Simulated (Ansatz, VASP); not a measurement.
## Si8O: VASP beside Ansatz

```xyz
9
Lattice="3.8155 0.0000 0.0000 0.0000 6.3129 0.0000 0.0000 0.0000 21.3319" Properties=species:S:1:pos:R:3 pbc="T T T"
Si    0.0000    5.9146    4.0000
Si    0.0000    3.5548    4.0000
Si    1.9078    2.7581    5.1014
Si    1.9078    0.3983    5.1014
Si    1.9078    5.8917    7.3178
Si    1.9078    3.5778    7.3178
Si    0.0000    2.6933    8.2319
Si    0.0000    0.4632    8.2319
O     0.0000    2.6933   10.4319
```

Alike in both runs: task single point; functional PBE; dispersion D3(BJ); k mesh 7 × 4 × 1; occupations gaussian, width 0.05 eV; collinear spin.

```csv
,VASP,Ansatz
version,VASP 6.6.1,Ansatz 0.2.0
potentials or method,"VASP PAW PBE potentials, release 64 (Si, O), cutoff 520 eV","scalar-relativistic, plane waves, PAW"
valence electrons in the cell,38,38
```

VASP gave:

| Quantity | Value |
| --- | --- |
| gap on the k mesh at the Fermi level (eV) | none |
| rms of the force components (eV/Å) | 1.055 |
| net moment per atom (μB) | 0.08 |
| size of the moment on the site where the two differ most (μB) | 0.76 |
| work function, face that differs most (eV) | 4.85 |

What did Ansatz give for the same quantities?

gap on the k mesh at the Fermi level (eV): none; rms of the force components (eV/Å): 1.061; net moment per atom (μB): 0.09; size of the moment on the site where the two differ most (μB): 0.85; work function, face that differs most (eV): 4.84.

Site moments also hang on the region over which each program counts them. Atom by atom the forces differ by 0.007 eV/Å (rms over components). A gap of «none» marks a metal or a gap that the smearing closes. Ansatz's warnings: stability check not made.
